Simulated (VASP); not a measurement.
**C: single point with PBE**

Crystal: C.

```
C
1.0
    -1.78582    1.78582    0.00000
     0.00000    0.00000    3.57164
     1.78582    1.78582    0.00000
C
4
Cartesian
  -0.4465 1.3394 1.3394
  1.3394 1.3394 3.1252
  0.4465 0.4465 0.4465
  0.4465 2.2323 2.2323
```

```json
{
  "Program": "VASP 6.6.1",
  "Task": "single point",
  "Functional": "PBE",
  "Potentials or basis": "VASP PAW PBE potentials, release 64 (C)",
  "Cutoff": "520 eV",
  "k mesh": "12 × 8 × 12",
  "Occupations": "fermi-dirac, width 0.02 eV",
  "Spin": "no spin polarisation",
  "Dipole correction": "no",
  "Further INCAR settings": "ALGO = Normal; EDIFF = 1e-07; NBANDS = 16"
}
```

| Property | Result |
| --- | --- |
| Pressure | 0.6 GPa |
| Band gap on the k mesh | 4.12 eV |

Levels at points of the mesh, in eV from the valence-band top:
```csv
k point,band 4,band 5,band 6,band 7,band 8,band 9,band 10,band 11,band 12,band 13
"(0.00, 0.00, 0.00)",-6.27,-6.27,0.00,0.00,0.00,4.75,4.75,5.58,5.58,5.58
"(0.50, 0.00, 0.00)",-8.68,-7.58,-7.58,-3.00,-3.00,7.91,7.91,9.98,9.98,12.31
"(0.00, 0.50, 0.00)",-4.51,-4.10,-4.10,-4.10,-4.10,4.43,4.43,10.22,10.22,11.55
"(0.50, 0.50, 0.00)",-13.33,-2.79,-2.79,-2.79,-2.79,8.44,8.44,8.44,8.44,8.79
"(0.50, 0.00, 0.50)",-12.73,-6.27,-6.27,-6.27,-6.27,4.75,4.75,4.75,4.75,16.75
"(0.50, 0.50, 0.50)",-11.95,-8.29,-8.29,-8.29,-8.29,10.60,10.60,10.60,10.60,12.27
```

Run time: 23 s on 1 thread of Intel(R) Xeon(R) Platinum 8488C (Sapphire Rapids), on a shared host, peak memory 0.15 GiB.

A k mesh can miss the band edges.
